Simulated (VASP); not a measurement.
Mo: relaxation of cell and atoms with PBE

The system is Mo.

```
Mo
1.0
    -1.58139    1.58139    1.58139
     1.58139   -1.58139    1.58139
     1.58139    1.58139   -1.58139
Mo
1
Direct
  0.00000 0.00000 0.00000
```

```yaml
Program: VASP 6.6.1
Task: relaxation of cell and atoms
Functional: PBE
Potentials_or_basis: VASP PAW PBE potentials, release 64 (Mo_sv)
Cutoff: 600 eV
k_mesh: 17 × 17 × 17
Occupations: fermi-dirac, width 0.08 eV
Spin: no spin polarisation
Dipole_correction: no
Further_INCAR_settings: ALGO = Normal; EDIFF = 1e-07; IBRION = 2; EDIFFG = -0.005; NSW = 60; ISIF = 3
```

```yaml
Pressure_after_relaxing: 0.0 GPa
Band_gap_on_the_k_mesh: zero (band 7 reaches 16.09 eV, above the bottom of band 8 at 11.06 eV)
```

Final structure:
```
Mo
1.0
    -1.58139    1.58139    1.58139
     1.58139   -1.58139    1.58139
     1.58139    1.58139   -1.58139
Mo
1
Direct
  0.00000 0.00000 0.00000
```

Levels at points of the mesh, in eV from the Fermi level:
| k point | band 4 | band 5 | band 6 | band 7 | band 8 | band 9 | band 10 | band 11 |
| --- | --- | --- | --- | --- | --- | --- | --- | --- |
| (0.00, 0.00, 0.00) | -34.60 | -7.22 | -1.37 | -1.37 | -1.37 | 1.61 | 1.61 | 14.79 |

It took 16 s on 1 thread of Intel(R) Xeon(R) Platinum 8259CL CPU @ 2.50GHz (Skylake/Cascade Lake), with other jobs on the host, peak memory 0.16 GiB.

Caveat: the relaxation stopped at its first step, so nothing moved.
